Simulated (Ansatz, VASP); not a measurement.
Two plane-wave programs on Au

File POSCAR:

```
Au
1.0
   -1.5558035833      1.5558035833      1.7195723815
    1.5558035833     -1.5558035833      1.7195723815
    1.5558035833      1.5558035833     -1.7195723815
Au
1
Direct
    0.0000000000      0.0000000000      0.0000000000
```

The input INCAR.step1:

```
SYSTEM = Au
  ALGO = Normal
  EDIFF = 1E-4
  ENCUT = 520
  GGA = PE
  ISMEAR = 0
  LASPH = .True.
  LCHARG = .False.
  LREAL = .False.
  LWAVE = .True.
  NBANDS = 12
  NELM = 60
  PREC = Accurate
  SIGMA = 0.15
```

File INCAR.step2:

```
SYSTEM = Au
  ALGO = Normal
  EDIFF = 1E-7
  ENCUT = 520
  ISIF = 2
  ISMEAR = 0
  ISTART = 1
  LASPH = .True.
  LCHARG = .False.
  LMIXTAU = .True.
  LREAL = .False.
  LWAVE = .False.
  METAGGA = R2SCAN
  NBANDS = 12
  NELM = 60
  PREC = Accurate
  SIGMA = 0.15
```

File KPOINTS:

```
k-points
0
Gamma
  26 26 26
  0 0 0
```

Input for Ansatz:

```yaml
crystal:
  lattice:
    - [-1.5558035833, 1.5558035833, 1.7195723815]
    - [1.5558035833, -1.5558035833, 1.7195723815]
    - [1.5558035833, 1.5558035833, -1.7195723815]
  atoms:
    - { symbol: Au, position: [0.0, 0.0, 0.0] }
basis:
  ecutwfc: 500
kpoints:
  mp_grid: { grid: [26, 26, 26] }
hamiltonian:
  xc: r2scan
scf:
  occupations: { method: gaussian, width: 0.15 }
output:
  forces: true
  stress: true
  eigenvalues: true
```

Change from the starting cell: strain -0.050 along x and y, +0.050 along z, atoms carried along.

Alike in both runs: task single point; functional r2SCAN; k mesh 26 × 26 × 26; occupations gaussian, width 0.15 eV; no spin polarisation.

```csv
,VASP,Ansatz
version,VASP 6.6.1,Ansatz 0.2.0
potentials or method,"VASP PAW PBE potentials, release 64 (Au), cutoff 520 eV","scalar-relativistic, plane waves, PAW"
valence electrons in the cell,11,19
```

Ansatz gave:

* gap on the k mesh at the Fermi level (eV): none
* pressure (GPa): 9.9
* traceless stress, the component that is largest in VASP (GPa): 0.55

Question: What did VASP give for the same quantities?

Answer: gap on the k mesh at the Fermi level (eV): none; pressure (GPa): 10.3; traceless stress, the component that is largest in VASP (GPa): 0.58.

VASP's potentials were made for PBE, not for r2SCAN. A gap of «none» marks a metal or a gap that the smearing closes. VASP's potentials hold 11 valence electrons a cell and Ansatz's 19, so a difference there can come from the potentials and not from the codes.

Neither program's run includes spin-orbit coupling.
